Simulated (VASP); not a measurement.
Wanted: the native input for a VASP 6.6.1 run.

```
Task                   : single point
Functional             : PBEsol
Potentials or basis    : VASP PAW PBE potentials, release 64 (Mg)
Cutoff                 : 520 eV
k mesh                 : 18 × 18 × 10
Occupations            : gaussian, width 0.15 eV
Spin                   : no spin polarisation
Dipole correction      : no
Further INCAR settings : ALGO = Normal; EDIFF = 1e-06; NBANDS = 9
```

The structure of Mg lies in POSCAR:

```
Mg
1.0
    3.4660132551      0.0000000000      0.0000000000
   -1.7330066275      3.0016555288      0.0000000000
    0.0000000000      0.0000000000      5.0019168000
Mg
2
Direct
    0.3333333333      0.6666666667      0.2500000000
    0.6666666667      0.3333333333      0.7500000000
```

This cell differs from its parent crystal: strain +0.080 along x and y, -0.040 along z.

The input as run:

INCAR

```
SYSTEM = Mg
  ALGO = Normal
  EDIFF = 1E-6
  ENCUT = 520
  GGA = PS
  ISIF = 2
  ISMEAR = 0
  LASPH = .True.
  LCHARG = .False.
  LREAL = .False.
  LWAVE = .False.
  NBANDS = 9
  NELM = 60
  PREC = Accurate
  SIGMA = 0.15
```

KPOINTS

```
k-points
0
Gamma
  18 18 10
  0 0 0
```

Potentials or basis: VASP PAW PBE potentials, release 64 (Mg).

Launch:

```sh
$ cat potpaw_PBE.64/Mg/POTCAR > POTCAR
$ mpirun -np 1 vasp_std > vasp.out
```

Results of the run:

```json
{
 "Pressure": "-3.7 GPa",
 "Band gap on the k mesh": "zero (bands 2 and 3 overlap by 1.84 eV)"
}
```

Caveat: the cell differs from its parent crystal (strain +0.080 along x and y, -0.040 along z); the cell stands under tension; the PAW data sets were made with another functional, which shifts forces and pressure a little.

Run time: 110 s on 1 thread of Intel Xeon 8259CL, on a shared host, peak memory 0.25 GiB.
